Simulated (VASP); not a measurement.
# AlN: electric field gradients with LDA

Crystal: AlN.

```
Al N
1.0
    -0.03956    1.95822    1.95822
     1.95822   -0.03956    1.95822
     1.95822    1.95822   -0.03956
Al N
1 1
Direct
  0.00000 0.00000 0.00000
  0.50000 0.50000 0.50000
```

This cell differs from its parent crystal: equal xy, yz and zx shear strains of -2 %.

```yaml
Program: VASP 6.6.1
Task: electric field gradients
Functional: LDA
Potentials_or_basis: VASP PAW LDA potentials, release 64 (Al, N)
Cutoff: 520 eV
k_mesh: 10 × 10 × 10
Occupations: fermi-dirac, width 0.02 eV
Spin: no spin polarisation
Dipole_correction: no
Further_INCAR_settings: ALGO = Normal; EDIFF = 1e-08; NBANDS = 11
```

```json
{
 "Pressure": "13.4 GPa",
 "Band gap on the k mesh": "4.46 eV, indirect (least direct gap 6.42 eV)"
}
```

Stress tensor (GPa, compression positive):
```
13.40  6.70  6.70
 6.70 13.40  6.70
 6.70  6.70 13.40
```

Levels at points of the mesh, in eV from the valence-band top:
```csv
k point,band 1,band 2,band 3,band 4,band 5,band 6,band 7,band 8
"(0.00, 0.00, 0.00)",-18.31,-0.43,-0.43,0.00,6.42,11.62,11.62,12.65
"(0.50, 0.00, 0.00)",-14.76,-9.14,-1.55,-1.28,6.38,11.03,11.46,13.68
"(0.50, 0.50, 0.00)",-13.59,-8.15,-3.49,-3.05,4.46,5.15,14.36,17.63
"(0.50, 0.50, 0.50)",-14.52,-8.85,-1.72,-1.72,5.84,10.57,10.57,14.15
```

Electric field gradients, principal values (V/Å²):
| atom | least | middle | greatest (by size) |
| --- | --- | --- | --- |
| 1 Al | -0.317 | -0.317 | 0.633 |
| 2 N | 4.233 | 4.233 | -8.466 |

It took 24 s on 1 thread of Intel Xeon 8259CL, with other jobs on the host, peak memory 0.13 GiB.

Caveat: the cell differs from its parent crystal (equal xy, yz and zx shear strains of -2 %); without QUAD_EFG the Cq values of the log hold for a quadrupole moment of 1 mb, not for the nuclei. A k mesh can miss the band edges.
